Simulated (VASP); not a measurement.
WC:

```xyz
4
Lattice="2.8930 0.0000 0.0000 -1.4465 2.5054 0.0000 0.0000 0.0000 5.8660" Properties=species:S:1:pos:R:3 pbc="T T T"
W     0.0000    0.0000    0.0000
W     0.0000    0.0000    2.9330
C     0.0000    1.6703    1.4665
C     1.4465    0.8351    4.3995
```

* Program: VASP 6.6.1
* Task: relaxation of cell and atoms
* Functional: PBE
* Potentials or basis: VASP PAW PBE potentials, release 64 (W_sv, C)
* Cutoff: 600 eV
* k mesh: 18 × 18 × 8
* Occupations: gaussian, width 0.1 eV
* Spin: no spin polarisation

At the start: pressure -1.3 GPa; volume 10.63 Å³/atom.

Problem. Where does the relaxation end?

Solution. Over 6 steps the energy falls by 10.1 meV/atom; space group P6_3/mmc (No. 194, to 0.1 Å) before and after.

Step by step:
```
step  energy change (eV)  largest force (eV/Å)  pressure (GPa)  volume (Å³)
   1              0.0000                0.0000           -1.26        42.52
   2              0.0029                0.0000            6.35        41.97
   3             -0.0385                0.0000            2.13        42.26
   4             -0.0385                0.0000            2.20        42.25
   5             -0.0331                0.0000           -4.21        43.02
   6             -0.0404                0.0000            0.01        42.51
```

Final structure:
```cif
data_structure
_symmetry_space_group_name_H-M 'P 1'
_symmetry_Int_Tables_number 1
_cell_length_a 2.9201
_cell_length_b 2.9201
_cell_length_c 5.7561
_cell_angle_alpha 90.000
_cell_angle_beta 90.000
_cell_angle_gamma 120.000
_cell_volume 42.51
loop_
_atom_site_label
_atom_site_type_symbol
_atom_site_fract_x
_atom_site_fract_y
_atom_site_fract_z
_atom_site_occupancy
W1 W 0.00000 0.00000 0.00000 1
W2 W 0.00000 0.00000 0.50000 1
C1 C 0.33333 0.66667 0.25000 1
C2 C 0.66667 0.33333 0.75000 1
```
